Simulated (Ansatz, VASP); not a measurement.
# Two plane-wave programs on NaH

INCAR

```
PREC = Accurate
ENCUT = 500
EDIFF = 1E-6
ISMEAR = 0
SIGMA = 0.01
LREAL = False
LASPH = True
NELM = 120
ALGO = Normal
ISIF = 2
LWAVE = False
LCHARG = False
GGA = PE
IVDW = 13
NBANDS = 11
GGA_COMPAT = False
```

KPOINTS

```
regular mesh
0
Gamma
  6 6 6
```

POSCAR

```
NaH
1.0
    0.0000000000      2.3975122873      2.3975122873
    2.3975122873      0.0000000000      2.3975122873
    2.3975122873      2.3975122873      0.0000000000
Na H
1 1
Direct
    0.0000000000      0.0000000000      0.0000000000
    0.5000000000      0.5000000000      0.5000000000
```

Input for Ansatz:

```yaml
crystal:
  lattice:
    - [0.0, 2.3975122873, 2.3975122873]
    - [2.3975122873, 0.0, 2.3975122873]
    - [2.3975122873, 2.3975122873, 0.0]
  atoms:
    - { symbol: Na, position: [0.0, 0.0, 0.0] }
    - { symbol: H, position: [0.5, 0.5, 0.5] }
kpoints:
  mp_grid: { grid: [6, 6, 6] }
hamiltonian:
  xc: pbe
  dispersion: d4
scf:
  occupations: { method: fixed }
  n_extra_bands: 4
output:
  forces: true
  stress: true
  eigenvalues: true
```

Alike in both runs: task single point; functional PBE; dispersion D4; k mesh 6 × 6 × 6; no spin polarisation.

|  | VASP | Ansatz |
| --- | --- | --- |
| version | VASP 6.6.1 | Ansatz 0.2.0 |
| potentials or method | VASP PAW PBE potentials, release 64 (Na_pv, H) | plane waves |
| plane-wave cutoff (eV) | 500 | 420 |
| occupations | gaussian, width 0.01 eV | fixed |
| valence electrons in the cell | 8 | 10 |

|  | VASP | Ansatz | Ansatz less VASP |
| --- | --- | --- | --- |
| gap on the k mesh at the Fermi level (eV) | 3.85 | 3.85 | +0.002 |
| pressure (GPa) | -0.1 | 0.0 | +0.07 |

VASP's potentials hold 8 valence electrons a cell and Ansatz's 10, so a difference there can come from the potentials and not from the codes.
